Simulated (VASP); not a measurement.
Crystal: AlN.

```xyz
2
Lattice="0.0000 2.1849 2.1849 2.1849 0.0000 2.1849 2.1849 2.1849 0.0000" Properties=species:S:1:pos:R:3 pbc="T T T"
Al    0.0000    0.0000    0.0000
N     1.0924    1.0924    1.0924
```

Base run:

- Program: VASP 6.6.1
- Functional: PBE
- Potentials or basis: VASP PAW PBE potentials, release 64 (Al, N)
- Cutoff: 520 eV
- k mesh: 6 × 6 × 6
- Occupations: gaussian, width 0.01 eV
- Spin: no spin polarisation

Its results: band gap on the k mesh 3.32 eV, indirect (least direct gap 4.18 eV); pressure 4.3 GPa.

Question: After a change of settings the same cell gave: band gap on the k mesh 4.55 eV, indirect (least direct gap 5.54 eV); pressure -0.8 GPa. Which change was it?
A. functional from PBE to HSE06
B. functional from PBE to LDA; potentials or basis from VASP PAW PBE potentials, release 64 (Al, N) to VASP PAW LDA potentials, release 64 (Al, N)
C. k mesh from 6 × 6 × 6 to 8 × 8 × 8; further incar settings from ALGO = Normal; EDIFF = 1e-06; NBANDS = 11 to ALGO = Normal; EDIFF = 1e-07; NBANDS = 11
D. functional from PBE to r2SCAN

Answer: A.

HSE06 gives the wider gap, since exact exchange removes part of the self-interaction.

Caveats: the PAW data sets were made with another functional, which shifts forces and pressure a little (some runs).
